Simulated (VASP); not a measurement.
# MnO (Manganosite) (Fm-3m) in VASP: single point with PBE

Aim: the single point of MnO (Manganosite) with PBE.

All numbers are computed with VASP 6.6.1; they aren't measurements. Logs are shortened: lines on timing, memory, paths and dates and some standing lists are left out, and cuts for length are marked.

## 1. The cell of the first run

Symmetry: Fm-3m, No. 225, cubic system. The conventional cell has a = 4.446 Å, b = 4.446 Å, c = 4.446 Å, α = 90.00°, β = 90.00°, γ = 90.00°. Within 2.9 Å of Mn (site symmetry m-3m) lie 6 O at 2.22 Å. O (site symmetry m-3m) has 6 Mn at 2.22 Å within 2.9 Å.

## 2. Single point, PBE, collinear spin, ferromagnetic start

Input file INCAR:

```
SYSTEM = MnO
PREC = Accurate
ENCUT = 520
EDIFF = 1E-6
ISMEAR = -1
SIGMA = 0.05
LREAL = .False.
LASPH = .True.
NELM = 150
ALGO = Normal
ISIF = 2
LWAVE = .False.
LCHARG = .False.
ISPIN = 2
MAGMOM = 5 0
LORBIT = 11
LMAXMIX = 4
GGA = PE
NBANDS = 20
```

Input file KPOINTS:

```
Automatic mesh
0
Gamma
  13 13 13
  0 0 0
```

Input file POSCAR:

```
MnO
1.0
    0.0000000000      2.2230000000      2.2230000000
    2.2230000000      0.0000000000      2.2230000000
    2.2230000000      2.2230000000      0.0000000000
Mn O
1 1
Direct
    0.0000000000      0.0000000000      0.0000000000
    0.5000000000      0.5000000000      0.5000000000
```

Potentials or basis: VASP PAW PBE potentials, release 64 (Mn_pv, O).

On the command line:

```bash
> cat potpaw_PBE.64/Mn_pv/POTCAR potpaw_PBE.64/O/POTCAR > POTCAR
> mpirun -np 1 vasp_std > vasp.out
```

OUTCAR:

```text
SYSTEM = MnO
   PREC = Accurate
   ENCUT = 520
   EDIFF = 1E-6
   ISMEAR = -1
   LREAL = .False.
   LASPH = .True.
   NELM = 150
   ISIF = 2
   ISPIN = 2
   LORBIT = 11
   GGA = PE

 ion  position               nearest neighbor table
   1  0.000  0.000  0.000-   2 2.22   2 2.22   2 2.22   2 2.22   2 2.22   2 2.22
   2  0.500  0.500  0.500-   1 2.22   1 2.22   1 2.22   1 2.22   1 2.22   1 2.22

  LATTYP: Found a face centered cubic cell.
 ALAT       =     4.4460000000

  Lattice vectors:

 A1 = (   0.0000000000,   2.2230000000,   2.2230000000)
 A2 = (   2.2230000000,   0.0000000000,   2.2230000000)
 A3 = (   2.2230000000,   2.2230000000,   0.0000000000)

Analysis of symmetry for initial positions (statically):
=====================================================================
 Subroutine PRICEL returns:
 Original cell was already a primitive cell.

 Routine SETGRP: Setting up the symmetry group for a
 face centered cubic supercell.

 Subroutine GETGRP returns: Found 48 space group operations
 (whereof 48 operations were pure point group operations)
 out of a pool of 48 trial point group operations.

The static configuration has the point symmetry O_h .

Analysis of symmetry for dynamics (positions and initial velocities):
=====================================================================
 Subroutine PRICEL returns:
 Original cell was already a primitive cell.

 Routine SETGRP: Setting up the symmetry group for a
 face centered cubic supercell.

 Subroutine GETGRP returns: Found 48 space group operations
 (whereof 48 operations were pure point group operations)
 out of a pool of 48 trial point group operations.

The dynamic configuration has the point symmetry O_h .

Analysis of structural, dynamic, and magnetic symmetry:
=====================================================================
 Subroutine PRICEL returns:
 Original cell was already a primitive cell.

 Routine SETGRP: Setting up the symmetry group for a
 face centered cubic supercell.

 Subroutine GETGRP returns: Found 48 space group operations
 (whereof 48 operations were pure point group operations)
 out of a pool of 48 trial point group operations.

The overall configuration has the point symmetry O_h .

 Subroutine INISYM returns: Found 48 space group operations
 (whereof 48 operations are pure point group operations),
 and found     1 'primitive' translations

----------------------------------------------------------------------------------------

                                     Primitive cell

  volume of cell :      21.9709

  direct lattice vectors                    reciprocal lattice vectors
     0.000000000  2.223000000  2.223000000    -0.224921278  0.224921278  0.224921278
     2.223000000  0.000000000  2.223000000     0.224921278 -0.224921278  0.224921278
     2.223000000  2.223000000  0.000000000     0.224921278  0.224921278 -0.224921278

  length of vectors
     3.143796749  3.143796749  3.143796749     0.389575080  0.389575080  0.389575080

  position of ions in fractional coordinates (direct lattice)
     0.000000000  0.000000000  0.000000000
     0.500000000  0.500000000  0.500000000

  ion indices of the primitive-cell ions
   primitive index   ion index
                 1           1
                 2           2

----------------------------------------------------------------------------------------

 KPOINTS: Automatic mesh

Automatic generation of k-mesh.
 Grid dimensions read from file:
 generate k-points for:   13   13   13

 Generating k-lattice:

  Cartesian coordinates                     Fractional coordinates (reciprocal lattice)
    -0.017301637  0.017301637  0.017301637     0.076923077  0.000000000  0.000000000
     0.017301637 -0.017301637  0.017301637     0.000000000  0.076923077  0.000000000
     0.017301637  0.017301637 -0.017301637     0.000000000  0.000000000  0.076923077

  Length of vectors
     0.029967314  0.029967314  0.029967314

  Shift w.r.t. Gamma in fractional coordinates (k-lattice)
     0.000000000  0.000000000  0.000000000

 Subroutine IBZKPT returns following result:
 ===========================================

 Found     84 irreducible k-points:

 Following reciprocal coordinates:
            Coordinates               Weight
  0.000000  0.000000  0.000000      1.000000
  0.076923  0.000000  0.000000      8.000000
  0.153846  0.000000  0.000000      8.000000
  0.230769  0.000000  0.000000      8.000000
  0.307692  0.000000  0.000000      8.000000
  0.384615  0.000000  0.000000      8.000000
[... 16 lines left out ...]
  0.384615  0.153846  0.000000     24.000000
  0.461538  0.153846  0.000000     24.000000
 [... further k-points ...]
   k-points           NKPTS =     84   k-points in BZ     NKDIM =     84   number of bands    NBANDS=     20
   number of dos      NEDOS =    301   number of ions     NIONS =      2
   total plane-waves  NPLWV =  13824
   dimension x,y,z NGX =    24 NGY =   24 NGZ =   24
   dimension x,y,z NGXF=    48 NGYF=   48 NGZF=   48
   ions per type =               1   1
   NGX,Y,Z   is equivalent  to a cutoff of  12.69, 12.69, 12.69 a.u.
   NGXF,Y,Z  is equivalent  to a cutoff of  25.38, 25.38, 25.38 a.u.
 SYSTEM =  MnO
   PREC   = accura    normal or accurate (medium, high low for compatibility)
   ISTART =      0    job   : 0-new  1-cont  2-samecut
   ICHARG =      2    charge: 1-file 2-atom 10-const
   ISPIN  =      2    spin polarized calculation?
   LNONCOLLINEAR =      F non collinear calculations
   LSORBIT =      F    spin-orbit coupling
   LASPH  =      T    aspherical Exc in radial PAW
   ENCUT  =  520.0 eV  38.22 Ry    6.18 a.u.   5.85  5.85  5.85*2*pi/ulx,y,z
   NELM   =    150;   NELMIN=  2; NELMDL= -5     # of ELM steps
   EDIFF  = 0.1E-05   stopping-criterion for ELM
   LREAL  =      F    real-space projection
   EDIFFG = 0.1E-04   stopping-criterion for IOM
   NSW    =      0    number of steps for IOM
   IBRION =     -1    ionic relax: 0-MD 1-quasi-New 2-CG
   NFREE  =      0    steps in history (QN), initial steepest desc. (CG)
   ISIF   =      2    stress and relaxation
   ISYM   =      2    0-nonsym 1-usesym 2-fastsym
   POTIM  = 0.5000    time-step for ionic-motion
   TEBEG  =    0.0;   TEEND  =   0.0 temperature during run
   PSTRESS=    0.0 pullay stress
   NELECT =      19.0000    total number of electrons
   NUPDOWN=      -1.0000    fix difference up-down
   EMIN   =  10.00;   EMAX   =-10.00  energy-range for DOS
   EFERMI =   0.00;   METHOD = LEGACY
   ISMEAR =    -1;   SIGMA  =   0.05  broadening in eV -4-tet -1-fermi 0-gaus
   EFERMI_NEDOS =   21; number of points for ismear=-14 and -15
   IALGO  =     38    algorithm
   IMIX   =      4    mixing-type and parameters
     AMIX     =   0.40;   BMIX     =  1.00
     AMIX_MAG =   1.60;   BMIX_MAG =  1.00
  volume/ion in A,a.u.               =      10.99        74.13
  Fermi-wavevector in a.u.,A,eV,Ry     =   1.559708  2.947420 33.098734  2.432688
  Thomas-Fermi vector in A             =   2.663027
   LORBIT       =     11    0 simple, 1 ext, 2 COOP (PROOUT), +10 PAW based schemes
   GGA     = PE    functional components
   LHFCALC =     F    Hartree Fock is set to
   AEXX    =    0.0000 exact exchange contribution
   IVDW    =     0    specifies the selected vdW correction
   LEPSILON=     F    determine dielectric tensor
   LRPA    =     F    only Hartree local field effects (RPA)
 spin polarized calculation
  energy-cutoff  :      520.00
  volume of cell :       21.97
 maximum number of plane-waves:       609
   NGX = 11   NGY = 11   NGZ = 11

 number of electron      18.9999991 magnetization       4.7556166

 Free energy of the ion-electron system (eV)
  ---------------------------------------------------
  ext. energy  EPLUGINS =         0.00000000
  ---------------------------------------------------
  free energy    TOTEN  =       -16.40566328 eV

  energy without entropy =      -16.39688851  energy(sigma->0) =      -16.40127589

 E-fermi :   7.5263     XC(G=0): -11.8641

 val. band max:        7.5018104113   @ k =  -0.3077   0.2308   0.0769
 cond. band min:       7.5277535698   @ k =   0.2308   0.2308   0.0000
 fundamental gap:      0.0259431586
 Fermi energy:         7.5263117701

 spin component 1

 k-point     1 :       0.0000    0.0000    0.0000
  band No.  band energies     occupation
      1     -42.8355      1.00000
      2     -42.8355      1.00000
      3     -42.8355      1.00000
      4     -12.7343      1.00000
      5       3.7878      1.00000
      6       3.7878      1.00000
[... 12 lines left out ...]
     19      27.2490      0.00000
     20      27.2490      0.00000

 k-point     2 :       0.0769    0.0000    0.0000
  band No.  band energies     occupation
      1     -42.8391      1.00000
      2     -42.8359      1.00000
      3     -42.8359      1.00000
      4     -12.6833      1.00000
      5       3.2006      1.00000
      6       3.4170      1.00000
[... 12 lines left out ...]
     19      26.7819      0.00000
     20      27.9539      0.00000

 k-point     3 :       0.1538    0.0000    0.0000
  band No.  band energies     occupation
      1     -42.8492      1.00000
      2     -42.8372      1.00000
      3     -42.8372      1.00000
      4     -12.5395      1.00000
      5       2.2053      1.00000
      6       2.8426      1.00000
[... 12 lines left out ...]
     19      26.4476      0.00000
     20      29.5478      0.00000

 k-point     4 :       0.2308    0.0000    0.0000
  band No.  band energies     occupation
      1     -42.8634      1.00000
      2     -42.8391      1.00000
      3     -42.8391      1.00000
      4     -12.3284      1.00000
      5       1.1949      1.00000
      6       2.3181      1.00000
[... 429 lines left out ...]
 k-point    23 :       0.3846    0.1538    0.0000
  band No.  band energies     occupation
      1     -42.8817      1.00000
      2     -42.8473      1.00000
      3     -42.8467      1.00000
      4     -11.9605      1.00000
      5       0.1704      1.00000
      6       1.6868      1.00000
[... 12 lines left out ...]
     19      30.1278      0.00000
     20      31.7755      0.00000

 k-point    24 :       0.4615    0.1538    0.0000
  band No.  band energies     occupation
      1     -42.8904      1.00000
      2     -42.8503      1.00000
      3     -42.8472      1.00000
      4     -11.8058      1.00000
      5      -0.1949      1.00000
      6       1.4173      1.00000
[... 12 lines left out ...]
     19      29.9440      0.00000
     20      31.0286      0.00000

 [... further k-points ...]

 spin component 2

 k-point     1 :       0.0000    0.0000    0.0000
  band No.  band energies     occupation
      1     -38.1822      1.00000
      2     -38.1822      1.00000
      3     -38.1822      1.00000
      4     -12.2978      1.00000
      5       4.1691      1.00000
      6       4.1691      1.00000
[... 12 lines left out ...]
     19      29.5897      0.00000
     20      29.5898      0.00000

 k-point     2 :       0.0769    0.0000    0.0000
  band No.  band energies     occupation
      1     -38.1869      1.00000
      2     -38.1828      1.00000
      3     -38.1828      1.00000
      4     -12.2481      1.00000
      5       3.7895      1.00000
      6       4.0512      1.00000
[... 12 lines left out ...]
     19      28.8392      0.00000
     20      30.1093      0.00000

 k-point     3 :       0.1538    0.0000    0.0000
  band No.  band energies     occupation
      1     -38.1998      1.00000
      2     -38.1843      1.00000
      3     -38.1843      1.00000
      4     -12.1085      1.00000
      5       2.9486      1.00000
      6       3.7570      1.00000
[... 12 lines left out ...]
     19      28.1913      0.00000
     20      31.3801      0.00000

 k-point     4 :       0.2308    0.0000    0.0000
  band No.  band energies     occupation
      1     -38.2180      1.00000
      2     -38.1865      1.00000
      3     -38.1865      1.00000
      4     -11.9042      1.00000
      5       2.0135      1.00000
      6       3.4006      1.00000
[... 429 lines left out ...]
 k-point    23 :       0.3846    0.1538    0.0000
  band No.  band energies     occupation
      1     -38.2412      1.00000
      2     -38.1966      1.00000
      3     -38.1959      1.00000
      4     -11.5472      1.00000
      5       1.0280      1.00000
      6       2.7698      1.00000
[... 12 lines left out ...]
     19      31.4636      0.00000
     20      32.6492      0.00000

 k-point    24 :       0.4615    0.1538    0.0000
  band No.  band energies     occupation
      1     -38.2523      1.00000
      2     -38.2003      1.00000
      3     -38.1964      1.00000
      4     -11.3983      1.00000
      5       0.6613      1.00000
      6       2.5175      1.00000
[... 12 lines left out ...]
     19      31.1565      0.00000
     20      31.7984      0.00000

 [... further k-points ...]
[... 5 lines left out ...]
  --------------------------------------------------------------------------------------
  -------------------------------------------------------------------------------------
  Total       -0.0407116     -0.0407116     -0.0407116      0.0000000     -0.0000000      0.0000000
  in kB       -2.9687994     -2.9687994     -2.9687994      0.0000000     -0.0000000      0.0000000
  external PRESSURE =      -2.9687994 kB  Pullay stress =       0.0000000 kB

 VOLUME and BASIS-vectors are now :
 -----------------------------------------------------------------------------
  energy-cutoff  :      520.00
  volume of cell :       21.97
      direct lattice vectors                 reciprocal lattice vectors
     0.000000000  2.223000000  2.223000000    -0.224921278  0.224921278  0.224921278
     2.223000000  0.000000000  2.223000000     0.224921278 -0.224921278  0.224921278
     2.223000000  2.223000000  0.000000000     0.224921278  0.224921278 -0.224921278

 POSITION                                       TOTAL-FORCE (eV/Angst)
 -----------------------------------------------------------------------------------
      0.00000      0.00000      0.00000        -0.000000      0.000000      0.000000
      2.22300      2.22300      2.22300         0.000000     -0.000000     -0.000000
 -----------------------------------------------------------------------------------
    total drift:                                0.000000     -0.000000     -0.000000

  FREE ENERGIE OF THE ION-ELECTRON SYSTEM (eV)
  ---------------------------------------------------
  free  energy   TOTEN  =       -16.4056632752 eV

  energy  without entropy=      -16.3968885131  energy(sigma->0) =      -16.40127589

 total charge

# of ion       s       p       d       tot
------------------------------------------
    1        0.203   6.176   4.975  11.354
    2        1.561   3.414   0.000   4.975
--------------------------------------------------
tot          1.764   9.589   4.975  16.329

 magnetization (x)

# of ion       s       p       d       tot
------------------------------------------
    1        0.034   0.026   4.261   4.321
    2        0.030   0.169   0.000   0.199
--------------------------------------------------
tot          0.065   0.195   4.261   4.520
```

It took 47 s on 1 thread of Intel Xeon Platinum 8259CL at 2.50GHz (Skylake/Cascade Lake), shared host; peak memory 0.18 GiB.

Results:

```
Free energy                                           : -16.4057 eV
Pressure                                              : -0.3 GPa
Net moment                                            : 4.76 μB per cell
Site moments                                          : Mn +4.32; O +0.20 μB
Valence electrons inside the program's atomic spheres : Mn 11.35; O 4.97
```

Caveat: a cell with one magnetic atom can't hold antiferromagnetic order, which such compounds often take; semilocal functionals often make such compounds metallic where correlation or magnetic order opens a gap, which also shifts bond lengths. With open d or f shells a metallic result of PBE can be an artefact of self-interaction; +U or a hybrid may open a gap.
